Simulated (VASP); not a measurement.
A run of VASP 6.6.1:

Contents of INCAR:

```
ALGO = Normal
EDIFF = 1E-7
ENCUT = 520
GGA = PE
ISIF = 2
ISMEAR = -1
LASPH = T
LCHARG = T
LELF = T
LREAL = F
LVHAR = T
LWAVE = F
NBANDS = 58
NELM = 80
PREC = Accurate
SIGMA = 0.1
```

The input KPOINTS:

```
k-points
0
Gamma
  10 10 3
```

POSCAR

```
Lu
1.0
    3.2199424059      0.0000000000      0.0000000000
   -1.6099712030      2.7885519222      0.0000000000
    0.0000000000      0.0000000000     10.3650414639
Lu
4
Direct
    0.0000000000      0.0000000000      0.0000000000
    0.0000000000      0.0000000000      0.5000000000
    0.3333333333      0.6666666667      0.2500000000
    0.6666666667      0.3333333333      0.7500000000
```

Potentials or basis: VASP PAW PBE potentials, release 64 (Lu).

Launch:

```sh
$ cat potpaw_PBE.64/Lu/POTCAR > POTCAR
$ mpirun -np 1 vasp_std > vasp.out
```

Hardware: 1 thread of Intel(R) Xeon(R) 6975P-C (Granite Rapids), on a shared host.

Problem. Estimate the wall time of this run.

Solution. Wall time 120 s on 1 thread of Intel(R) Xeon(R) 6975P-C (Granite Rapids), on a shared host, peak memory 0.27 GiB. Counts: scf iterations 19, k points 28.
